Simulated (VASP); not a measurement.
# CsPbBr3 in VASP: a series of runs, part 2 of 2

VASP 6.6.1.

## Step 4: Single point, PBEsol (strain -0.025 along x and y, -0.050 along z)

INCAR

```
  ALGO = Normal
  EDIFF = 1E-7
  ENCUT = 520
  GGA = PS
  ISIF = 2
  ISMEAR = 0
  LASPH = T
  LCHARG = F
  LREAL = F
  LWAVE = F
  NBANDS = 30
  NELM = 80
  PREC = Accurate
  SIGMA = 0.05
```

KPOINTS

```
k-points
0
Gamma
  6 6 6
```

POSCAR

```
CsPbBr3
1.0
    5.7232500000      0.0000000000      0.0000000000
    0.0000000000      5.7232500000      0.0000000000
    0.0000000000      0.0000000000      5.5765000000
Cs Pb Br
1 1 3
Direct
    0.0000000000      0.0000000000      0.0000000000
    0.5000000000      0.5000000000      0.5000000000
    0.0000000000      0.5000000000      0.5000000000
    0.5000000000      0.0000000000      0.5000000000
    0.5000000000      0.5000000000      0.0000000000
```

Potentials or basis: VASP PAW PBE potentials, release 64 (Cs_sv, Pb_d, Br).

Launch:

```
$ cat potpaw_PBE.64/Cs_sv/POTCAR potpaw_PBE.64/Pb_d/POTCAR potpaw_PBE.64/Br/POTCAR > POTCAR
$ mpirun -np 1 vasp_std > vasp.out
```

OUTCAR:

```text
EDIFF = 1E-7
   ENCUT = 520
   GGA = PS
   ISIF = 2
   ISMEAR = 0
   LASPH = T
   LREAL = F
   NELM = 80
   PREC = Accurate

 ion  position               nearest neighbor table
   1  0.000  0.000  0.000-
   2  0.500  0.500  0.500-   5 2.79   5 2.79   3 2.86   4 2.86   4 2.86   3 2.86
   3  0.000  0.500  0.500-   2 2.86   2 2.86
   4  0.500  0.000  0.500-   2 2.86   2 2.86
   5  0.500  0.500  0.000-   2 2.79   2 2.79

  LATTYP: Found a simple tetragonal cell.
 ALAT       =     5.7232500000
 C/A-ratio  =     0.9743589744

  Lattice vectors:

 A1 = (   5.7232500000,   0.0000000000,   0.0000000000)
 A2 = (   0.0000000000,   5.7232500000,   0.0000000000)
 A3 = (   0.0000000000,   0.0000000000,   5.5765000000)

Analysis of symmetry for initial positions (statically):
=====================================================================
 Subroutine PRICEL returns:
 Original cell was already a primitive cell.

 Routine SETGRP: Setting up the symmetry group for a
 simple tetragonal supercell.

 Subroutine GETGRP returns: Found 16 space group operations
 (whereof 16 operations were pure point group operations)
 out of a pool of 16 trial point group operations.

The static configuration has the point symmetry D_4h.

Analysis of symmetry for dynamics (positions and initial velocities):
=====================================================================
 Subroutine PRICEL returns:
 Original cell was already a primitive cell.

 Routine SETGRP: Setting up the symmetry group for a
 simple tetragonal supercell.

 Subroutine GETGRP returns: Found 16 space group operations
[... 122 lines left out ...]
   EMIN   =  10.00;   EMAX   =-10.00  energy-range for DOS
   EFERMI =   0.00;   METHOD = LEGACY
   ISMEAR =     0;   SIGMA  =   0.05  broadening in eV -4-tet -1-fermi 0-gaus
   EFERMI_NEDOS =   21; number of points for ismear=-14 and -15
   IALGO  =     38    algorithm
   IMIX   =      4    mixing-type and parameters
     AMIX     =   0.40;   BMIX     =  1.00
     AMIX_MAG =   1.60;   BMIX_MAG =  1.00
  volume/ion in A,a.u.               =      36.53       246.53
  Fermi-wavevector in a.u.,A,eV,Ry     =   1.018615  1.924903 14.117082  1.037576
  Thomas-Fermi vector in A             =   2.152082
   LORBIT       =      0    0 simple, 1 ext, 2 COOP (PROOUT), +10 PAW based schemes
   GGA     = PS    functional components
   LHFCALC =     F    Hartree Fock is set to
   AEXX    =    0.0000 exact exchange contribution
   IVDW    =     0    specifies the selected vdW correction
   LEPSILON=     F    determine dielectric tensor
   LRPA    =     F    only Hartree local field effects (RPA)
 non-spin polarized calculation
 Gauss-broadening in eV      SIGMA  =   0.05
  energy-cutoff  :      520.00
  volume of cell :      182.66
 maximum number of plane-waves:      4964
 NGX is ok and might be reduce to    48
   NGX = 21   NGY = 21   NGZ = 21

 number of electron      44.0000000 magnetization

 Free energy of the ion-electron system (eV)
  ---------------------------------------------------
  ext. energy  EPLUGINS =         0.00000000
  ---------------------------------------------------
  free energy    TOTEN  =       -16.62712762 eV

  energy without entropy =      -16.62712762  energy(sigma->0) =      -16.62712762

 E-fermi :   2.8110     XC(G=0):  -8.2703

 val. band max:        2.5191735738   @ k =   0.5000   0.5000   0.5000
 cond. band min:       3.3726036958   @ k =   0.5000   0.5000   0.5000
 fundamental gap:      0.8534301219
 Fermi energy:         2.8109710003

 k-point     1 :       0.0000    0.0000    0.0000
  band No.  band energies     occupation
      1     -19.4962      2.00000
      2     -14.9282      2.00000
      3     -14.8572      2.00000
      4     -14.5847      2.00000
      5     -14.5822      2.00000
      6     -14.5822      2.00000
[... 781 lines left out ...]
     29       7.7975      0.00000
     30       8.0408      0.00000

 [... further k-points ...]

------------------------ aborting loop because EDIFF is reached ----------------------------------------

  FORCE on cell =-STRESS in cart. coord.  units (eV):
  Direction    XX          YY          ZZ          XY          YZ          ZX
  --------------------------------------------------------------------------------------
  -------------------------------------------------------------------------------------
  Total        2.5711513      2.5711513      4.7388927      0.0000000     -0.0000000      0.0000000
  in kB       22.5523126     22.5523126     41.5661992      0.0000000     -0.0000000      0.0000000
  external PRESSURE =      28.8902748 kB  Pullay stress =       0.0000000 kB

 VOLUME and BASIS-vectors are now :
 -----------------------------------------------------------------------------
  energy-cutoff  :      520.00
  volume of cell :      182.66
      direct lattice vectors                 reciprocal lattice vectors
     5.723250000  0.000000000  0.000000000     0.174725899  0.000000000  0.000000000
     0.000000000  5.723250000  0.000000000     0.000000000  0.174725899  0.000000000
     0.000000000  0.000000000  5.576500000     0.000000000  0.000000000  0.179323949

 POSITION                                       TOTAL-FORCE (eV/Angst)
 -----------------------------------------------------------------------------------
      0.00000      0.00000      0.00000         0.000000      0.000000      0.000000
      2.86163      2.86163      2.78825         0.000000      0.000000      0.000000
      0.00000      2.86163      2.78825         0.000000      0.000000      0.000000
      2.86163      0.00000      2.78825         0.000000      0.000000      0.000000
      2.86163      2.86163      0.00000         0.000000      0.000000      0.000000
 -----------------------------------------------------------------------------------
    total drift:                                0.000000     -0.000000     -0.000000

  FREE ENERGIE OF THE ION-ELECTRON SYSTEM (eV)
  ---------------------------------------------------
  free  energy   TOTEN  =       -16.6271276197 eV

  energy  without entropy=      -16.6271276197  energy(sigma->0) =      -16.62712762
```

stdout:

```text
POSCAR found type information on POSCAR CsPbBr
 POSCAR found :  3 types and       5 ions
 scaLAPACK will be used
 -----------------------------------------------------------------------------
|                                                                             |
|                                                                             |
|     You enforced a specific xc type in the INCAR file but a different       |
|     I HOPE YOU KNOW WHAT YOU ARE DOING!                                     |
|                                                                             |
 -----------------------------------------------------------------------------

 LDA part: xc-table for (Slater+PW92), standard interpolation
 POSCAR, INCAR and KPOINTS ok, starting setup
 FFT: planning ... GRIDC
 FFT: planning ... GRID_SOFT
 FFT: planning ... GRID
 WAVECAR not read
 entering main loop
```

It took 90 s on 1 thread of Intel Xeon 6975P-C (Granite Rapids), shared host; peak memory 0.43 GiB.

Results:

```yaml
Free_energy: -16.6271 eV
Pressure: 2.9 GPa
Band_gap_on_the_k_mesh: 0.85 eV
```

Caveat: the cell differs from its parent crystal (strain -0.025 along x and y, -0.050 along z); the PAW data sets were made with another functional, which shifts forces and pressure a little; spin-orbit coupling is left out, which moves the levels of the heavy elements.

## Step 5: Summary

```csv
cell,gap on the mesh (eV),pressure (GPa)
"a = 5.577 Å, 5 atoms",0.64,4.8
"a = 5.577, b = 5.577, c = 5.723 Å, 5 atoms",0.64,3.8
"a = 5.723, b = 5.723, c = 5.577 Å, 5 atoms",0.85,2.9
```

Alike in all rows: task single point; level PBEsol; potentials or basis VASP PAW PBE potentials, release 64 (Cs_sv, Pb_d, Br); no spin polarisation; k mesh 6 × 6 × 6; cutoff (eV) 520; smearing gaussian 0.05 eV.

Caveats: the PAW data sets were made with another functional, which shifts forces and pressure a little; spin-orbit coupling is left out, which moves the levels of the heavy elements; the cell stands under pressure (at least some runs).

Absolute energies hang on the potentials; compare differences alone.
